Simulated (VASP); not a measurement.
# Cu (Fm-3m) in VASP: single point with HSE06

Aim: the single point of Cu with HSE06.

Program: VASP 6.6.1. These are calculated values, not measurements. Logs are shortened: lines on timing, memory, paths and dates and some standing lists are left out, and cuts for length are marked.

### 1 The cell of the first run

Symmetry: Fm-3m, No. 225, cubic system. The conventional cell has a = 3.635 Å, b = 3.635 Å, c = 3.635 Å, α = 90.00°, β = 90.00°, γ = 90.00°. Within 3.4 Å of Cu (site symmetry m-3m) lie 12 Cu at 2.57 Å.

### 2 Single point, HSE06

The input, POSCAR:

```
Cu
1.0
    0.0000000000      1.8176173557      1.8176173557
    1.8176173557      0.0000000000      1.8176173557
    1.8176173557      1.8176173557      0.0000000000
Cu
1
Direct
    0.0000000000      0.0000000000      0.0000000000
```

The input, INCAR.step1:

```
PREC = Accurate ; ENCUT = 520
EDIFF = 1E-5 ; ISMEAR = 0
SIGMA = 0.05 ; LREAL = F
LASPH = T ; NELM = 60
ALGO = Normal ; ISIF = 2
LWAVE = T ; LCHARG = F
GGA = PE ; NBANDS = 12
KPAR = 2
```

The input, INCAR.step2:

```
PREC = Accurate ; ENCUT = 520
EDIFF = 1E-6 ; ISMEAR = 0
SIGMA = 0.05 ; LREAL = F
LASPH = T ; NELM = 60
ALGO = Normal ; ISIF = 2
LWAVE = F ; LCHARG = F
GGA = PE ; LHFCALC = T
HFSCREEN = 0.2079 ; PRECFOCK = Normal
ISTART = 1 ; NBANDS = 12
KPAR = 2
```

The input, KPOINTS:

```
regular mesh
0
Gamma
  10 10 10
```

Potentials or basis: VASP PAW PBE potentials, release 64 (Cu).

Run with:

```console
> cat potpaw_PBE.64/Cu/POTCAR > POTCAR
> cp INCAR.step1 INCAR
> mpirun -np 2 vasp_std > vasp.out
> cp INCAR.step2 INCAR
> mpirun -np 2 vasp_std > vasp.out
```

OUTCAR:

```text
PREC = Accurate
   ENCUT = 520
   EDIFF = 1E-6
   ISMEAR = 0
   LREAL = F
   LASPH = T
   NELM = 60
   ISIF = 2
   GGA = PE
   LHFCALC = T
   HFSCREEN = 0.2079
   PRECFOCK = Normal
   ISTART = 1

 ion  position               nearest neighbor table
   1  0.000  0.000  0.000-

  LATTYP: Found a face centered cubic cell.
 ALAT       =     3.6352347114

  Lattice vectors:

 A1 = (   0.0000000000,   1.8176173557,   1.8176173557)
 A2 = (   1.8176173557,   0.0000000000,   1.8176173557)
 A3 = (   1.8176173557,   1.8176173557,   0.0000000000)

Analysis of symmetry for initial positions (statically):
=====================================================================
 Subroutine PRICEL returns:
 Original cell was already a primitive cell.

 Routine SETGRP: Setting up the symmetry group for a
 face centered cubic supercell.

 Subroutine GETGRP returns: Found 48 space group operations
 (whereof 48 operations were pure point group operations)
 out of a pool of 48 trial point group operations.

The static configuration has the point symmetry O_h .

Analysis of symmetry for dynamics (positions and initial velocities):
=====================================================================
 Subroutine PRICEL returns:
 Original cell was already a primitive cell.

 Routine SETGRP: Setting up the symmetry group for a
 face centered cubic supercell.

 Subroutine GETGRP returns: Found 48 space group operations
 (whereof 48 operations were pure point group operations)
 out of a pool of 48 trial point group operations.

The dynamic configuration has the point symmetry O_h .

 Subroutine INISYM returns: Found 48 space group operations
 (whereof 48 operations are pure point group operations),
 and found     1 'primitive' translations

----------------------------------------------------------------------------------------

                                     Primitive cell

  volume of cell :      12.0098

  direct lattice vectors                    reciprocal lattice vectors
     0.000000000  1.817617356  1.817617356    -0.275085401  0.275085401  0.275085401
     1.817617356  0.000000000  1.817617356     0.275085401 -0.275085401  0.275085401
     1.817617356  1.817617356  0.000000000     0.275085401  0.275085401 -0.275085401

  length of vectors
     2.570499116  2.570499116  2.570499116     0.476461892  0.476461892  0.476461892

  position of ions in fractional coordinates (direct lattice)
     0.000000000  0.000000000  0.000000000

  ion indices of the primitive-cell ions
   primitive index   ion index
                 1           1

----------------------------------------------------------------------------------------

 KPOINTS: regular mesh

Automatic generation of k-mesh.
 Grid dimensions read from file:
 generate k-points for:   10   10   10

 Generating k-lattice:

  Cartesian coordinates                     Fractional coordinates (reciprocal lattice)
    -0.027508540  0.027508540  0.027508540     0.100000000  0.000000000  0.000000000
     0.027508540 -0.027508540  0.027508540     0.000000000  0.100000000  0.000000000
     0.027508540  0.027508540 -0.027508540     0.000000000  0.000000000  0.100000000

  Length of vectors
     0.047646189  0.047646189  0.047646189

  Shift w.r.t. Gamma in fractional coordinates (k-lattice)
     0.000000000  0.000000000  0.000000000

 Subroutine IBZKPT returns following result:
 ===========================================

 Found     47 irreducible k-points:

 Following reciprocal coordinates:
            Coordinates               Weight
  0.000000  0.000000  0.000000      1.000000
  0.100000  0.000000  0.000000      8.000000
  0.200000  0.000000  0.000000      8.000000
  0.300000  0.000000  0.000000      8.000000
  0.400000  0.000000  0.000000      8.000000
  0.500000  0.000000  0.000000      4.000000
[... 16 lines left out ...]
  0.300000  0.300000  0.000000      6.000000
  0.400000  0.300000  0.000000     24.000000
 [... further k-points ...]
   k-points           NKPTS =     47   k-points in BZ     NKDIM =   1000   number of bands    NBANDS=     12
   number of dos      NEDOS =    301   number of ions     NIONS =      1
   total plane-waves  NPLWV =   8000
   dimension x,y,z NGX =    20 NGY =   20 NGZ =   20
   dimension x,y,z NGXF=    40 NGYF=   40 NGZF=   40
   ions per type =               1
   NGX,Y,Z   is equivalent  to a cutoff of  12.93, 12.93, 12.93 a.u.
   NGXF,Y,Z  is equivalent  to a cutoff of  25.87, 25.87, 25.87 a.u.
 SYSTEM =  unknown system
   PREC   = accura    normal or accurate (medium, high low for compatibility)
   ISTART =      1    job   : 0-new  1-cont  2-samecut
   ICHARG =      0    charge: 1-file 2-atom 10-const
   ISPIN  =      1    spin polarized calculation?
   LNONCOLLINEAR =      F non collinear calculations
   LSORBIT =      F    spin-orbit coupling
   LASPH  =      T    aspherical Exc in radial PAW
   ENCUT  =  520.0 eV  38.22 Ry    6.18 a.u.   4.78  4.78  4.78*2*pi/ulx,y,z
   NELM   =     60;   NELMIN=  2; NELMDL=  0     # of ELM steps
   EDIFF  = 0.1E-05   stopping-criterion for ELM
   LREAL  =      F    real-space projection
   EDIFFG = 0.1E-04   stopping-criterion for IOM
   NSW    =      0    number of steps for IOM
   IBRION =     -1    ionic relax: 0-MD 1-quasi-New 2-CG
   NFREE  =      0    steps in history (QN), initial steepest desc. (CG)
   ISIF   =      2    stress and relaxation
   ISYM   =      3    0-nonsym 1-usesym 2-fastsym
   POTIM  = 0.5000    time-step for ionic-motion
   TEBEG  =    0.0;   TEEND  =   0.0 temperature during run
   PSTRESS=    0.0 pullay stress
   NELECT =      11.0000    total number of electrons
   NUPDOWN=      -1.0000    fix difference up-down
   EMIN   =  10.00;   EMAX   =-10.00  energy-range for DOS
   EFERMI =   0.00;   METHOD = LEGACY
   ISMEAR =     0;   SIGMA  =   0.05  broadening in eV -4-tet -1-fermi 0-gaus
   EFERMI_NEDOS =   21; number of points for ismear=-14 and -15
   IALGO  =     38    algorithm
   IMIX   =      1    mixing-type and parameters
     AMIX     =   0.40;   BMIX     =  1.00
     AMIX_MAG =   1.60;   BMIX_MAG =  1.00
  volume/ion in A,a.u.               =      12.01        81.05
  Fermi-wavevector in a.u.,A,eV,Ry     =   1.589864  3.004407 34.390998  2.527667
  Thomas-Fermi vector in A             =   2.688647
   LORBIT       =      0    0 simple, 1 ext, 2 COOP (PROOUT), +10 PAW based schemes
   GGA     = PE    functional components
   LHFCALC =     T    Hartree Fock is set to
   PRECFOCK=normal    Normal, Fast or Accurate (Low or Medium for compatibility)
   ENCUT4O =  -1.0   cutoff for four orbital integrals eV
   NKREDX  =     1    reduce k-point grid by
   NKREDY  =     1    reduce k-point grid by
   NKREDZ  =     1    reduce k-point grid by
   AEXX    =    0.2500 exact exchange contribution
   HFSCREEN=    0.2079 screening length (either q_TF or 0.3 A-1)
   HFSCREENC=   0.2079 screening length for correlation (either q_TF or 0.3 A-1)
   ENCUTFOCK=  -1.0 apply spherical cutoff to Coloumb kernel
   IVDW    =     0    specifies the selected vdW correction
   LEPSILON=     F    determine dielectric tensor
   LRPA    =     F    only Hartree local field effects (RPA)
 non-spin polarized calculation
 Gauss-broadening in eV      SIGMA  =   0.05
  energy-cutoff  :      520.00
  volume of cell :       12.01
 maximum number of plane-waves:       332
  NGX = 16; NGY = 16; NGZ = 16

 number of electron      10.9999996 magnetization

 Free energy of the ion-electron system (eV)
  ---------------------------------------------------
  ext. energy  EPLUGINS =         0.00000000
  ---------------------------------------------------
  free energy    TOTEN  =        -3.63066819 eV

  energy without entropy =       -3.63008572  energy(sigma->0) =       -3.63037696

 E-fermi :   6.9080     XC(G=0): -10.2334

 val. band max:        6.6557179094   @ k =   0.4000   0.4000   0.0000
 cond. band min:       6.9274322816   @ k =   0.5000   0.1000   0.0000
 fundamental gap:      0.2717143722
 Fermi energy:         6.9080390234

 k-point     1 :       0.0000    0.0000    0.0000
  band No.  band energies     occupation
      1      -3.0552      2.00000
      2       2.7441      2.00000
      3       2.7441      2.00000
      4       2.7441      2.00000
      5       3.5412      2.00000
      6       3.5412      2.00000
      7      30.7872      0.00000
      8      33.6777      0.00000
      9      33.6777      0.00000
     10      33.6777      0.00000
     11      36.2861      0.00000
     12      36.2861      0.00000

 k-point     2 :       0.1000    0.0000    0.0000
  band No.  band energies     occupation
      1      -2.6513      2.00000
      2       2.6744      2.00000
      3       2.8142      2.00000
      4       2.8142      2.00000
      5       3.5215      2.00000
      6       3.5215      2.00000
      7      28.4318      0.00000
      8      31.6182      0.00000
      9      32.8171      0.00000
     10      32.8171      0.00000
     11      37.6088      0.00000
     12      37.6088      0.00000

 k-point     3 :       0.2000    0.0000    0.0000
  band No.  band energies     occupation
      1      -1.5059      2.00000
      2       2.5644      2.00000
      3       2.9077      2.00000
      4       2.9077      2.00000
      5       3.5707      2.00000
      6       3.5707      2.00000
      7      23.2451      0.00000
      8      31.0461      0.00000
      9      31.7357      0.00000
     10      31.7357      0.00000
     11      37.9137      0.00000
     12      38.1025      0.00000
[... 286 lines left out ...]
 k-point    23 :       0.3000    0.3000    0.0000
  band No.  band energies     occupation
      1       0.6095      2.00000
      2       1.7802      2.00000
      3       3.7594      2.00000
      4       3.7594      2.00000
      5       3.8251      2.00000
      6       3.9394      2.00000
      7      23.7939      0.00000
      8      24.0924      0.00000
      9      24.0924      0.00000
     10      26.7941      0.00000
     11      29.7788      0.00000
     12      47.3592      0.00000

 k-point    24 :       0.4000    0.3000    0.0000
  band No.  band energies     occupation
      1       1.0237      2.00000
      2       1.6482      2.00000
      3       3.5468      2.00000
      4       3.7683      2.00000
      5       4.2023      2.00000
      6       5.6701      2.00000
      7      20.3481      0.00000
      8      21.2220      0.00000
      9      23.2615      0.00000
     10      27.4162      0.00000
     11      31.2022      0.00000
     12      46.0873      0.00000

 [... further k-points ...]

------------------------ aborting loop because EDIFF is reached ----------------------------------------

  FORCE on cell =-STRESS in cart. coord.  units (eV):
  Direction    XX          YY          ZZ          XY          YZ          ZX
  --------------------------------------------------------------------------------------
  -------------------------------------------------------------------------------------
  Total       -0.0068075     -0.0068075     -0.0068075      0.0000000     -0.0000000     -0.0000000
  in kB       -0.9081512     -0.9081512     -0.9081512      0.0000000     -0.0000000     -0.0000000
  external PRESSURE =      -0.9081512 kB  Pullay stress =       0.0000000 kB

 VOLUME and BASIS-vectors are now :
 -----------------------------------------------------------------------------
  energy-cutoff  :      520.00
  volume of cell :       12.01
      direct lattice vectors                 reciprocal lattice vectors
     0.000000000  1.817617356  1.817617356    -0.275085401  0.275085401  0.275085401
     1.817617356  0.000000000  1.817617356     0.275085401 -0.275085401  0.275085401
     1.817617356  1.817617356  0.000000000     0.275085401  0.275085401 -0.275085401

 POSITION                                       TOTAL-FORCE (eV/Angst)
 -----------------------------------------------------------------------------------
      0.00000      0.00000      0.00000        -0.000000     -0.000000      0.000000
 -----------------------------------------------------------------------------------
    total drift:                               -0.000107     -0.000033     -0.000050

  FREE ENERGIE OF THE ION-ELECTRON SYSTEM (eV)
  ---------------------------------------------------
  free  energy   TOTEN  =        -3.6306681917 eV

  energy  without entropy=       -3.6300857191  energy(sigma->0) =       -3.63037696
```

Wall time 23 min (2 MPI ranks of Intel Xeon 6975P-C (Granite Rapids), shared host); peak memory 0.22 GiB.

What came out:

```
Free energy            : -3.6307 eV
Pressure               : -0.1 GPa
Band gap on the k mesh : zero (an odd number of electrons rules out a gap without spin polarisation)
```

Levels at points of the mesh, in eV from the Fermi level:
```csv
k point,band 3,band 4,band 5,band 6,band 7,band 8,band 9,band 10
"(0.00, 0.00, 0.00)",-4.16,-4.16,-3.37,-3.37,23.88,26.77,26.77,26.77
"(0.50, 0.00, 0.00)",-4.23,-2.65,-2.65,-0.71,4.61,22.30,23.69,23.69
"(0.50, 0.50, 0.00)",-2.75,-2.44,-2.44,2.21,8.21,14.43,14.43,19.05
```

Caveat: the PAW data sets were made with another functional, which shifts forces and pressure a little.

The gap in the log of VASP goes by the Fermi energy; the results here count the filled bands.